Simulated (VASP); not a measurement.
# Mo: single point with PBE

Crystal: Mo.

```
Mo
1.0
    -1.58002    1.58002    1.58002
     1.58002   -1.58002    1.58002
     1.58002    1.58002   -1.58002
Mo
1
Cartesian
  0.0000 0.0000 0.0000
```

```json
{"Program": "VASP 6.6.1", "Task": "single point", "Functional": "PBE", "Potentials or basis": "VASP PAW PBE potentials, release 64 (Mo_sv)", "Cutoff": "520 eV", "k mesh": "16 × 16 × 16", "Occupations": "fermi-dirac, width 0.03 eV", "Spin": "no spin polarisation"}
```

```json
{
  "Pressure": "0.5 GPa",
  "Band gap on the k mesh": "zero (band 7 reaches 16.38 eV, above the bottom of band 8 at 11.10 eV)"
}
```

Levels at points of the mesh, in eV from the Fermi level:
```csv
k point,band 5,band 6,band 7,band 8,band 9,band 10
"(0.00, 0.00, 0.00)",-7.21,-1.34,-1.34,-1.34,1.65,1.65
"(0.50, 0.00, 0.00)",-5.27,-3.36,1.59,1.67,2.29,4.68
"(0.50, 0.50, 0.50)",-5.37,-5.37,3.93,3.93,3.93,8.99
```

Run time: 13 s on 1 thread of Intel(R) Xeon(R) Platinum 8488C (Sapphire Rapids) (shared host), peak memory 0.14 GiB.
